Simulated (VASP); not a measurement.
Runs of VASP 6.6.1 on BeS. The structure is that of space group F-43m (No. 216), or close to it. The cells are those of the table. 

| cell | gap on the mesh (eV) | pressure (GPa) |
| --- | --- | --- |
| a = 3.383 Å, angles 60.0°, 2 atoms | 2.92 | 0.8 |
| a = 3.406 Å, angles 60.0°, 2 atoms | 2.96 | -1.3 |
| a = 3.497 Å, angles 60.0°, 2 atoms | (c) | (b) |
| a = 3.452 Å, angles 60.0°, 2 atoms | 3.04 | (d) |
| a = 3.429 Å, angles 60.0°, 2 atoms | 3.00 | -3.2 |
| a = 3.475 Å, angles 60.0°, 2 atoms | 3.08 | -6.4 |
| a = 3.359 Å, angles 60.0°, 2 atoms | 2.87 | (a) |

Alike in all rows: task single point; level LDA; potentials or basis VASP PAW LDA potentials, release 64 (S, Be); no spin polarisation; k mesh 9 × 9 × 9; cutoff (eV) 520; smearing fermi-dirac 0.05 eV.

Task: Estimate the missing entries.

Result: (a) 3.1; (b) -7.8; (c) 3.11; (d) -4.9.

Caveats: an odd mesh through Γ misses points on the zone boundary, where band edges can lie; the cell stands under tension (at least some runs); the cell stands under pressure (at least some runs).
